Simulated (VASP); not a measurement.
Runs of VASP 6.6.1 on LiF. The structure is that of space group Fm-3m (No. 225), or close to it. The cells are those of the table. 

```tsv
cell	gap on the mesh (eV)
a = 2.764 Å, angles 60.0°, 2 atoms	(b)
a = 2.821 Å, angles 60.0°, 2 atoms	(a)
a = 2.849 Å, angles 60.0°, 2 atoms	10.26
a = 2.877 Å, angles 60.0°, 2 atoms	9.98
a = 2.912 Å, angles 60.0°, 2 atoms	9.65
a = 2.704 Å, angles 60.0°, 2 atoms	11.86
a = 2.793 Å, angles 60.0°, 2 atoms	10.85
```

Alike in all rows: task single point; level r2SCAN; potentials or basis VASP PAW PBE potentials, release 64 (Li_sv, F); no spin polarisation; k mesh 10 × 10 × 10; cutoff (eV) 520; smearing gaussian 0.02 eV.

**Question.** Estimate the missing entries.

**Answer.** (a) 10.55; (b) 11.18.

A k mesh can miss the band edges.
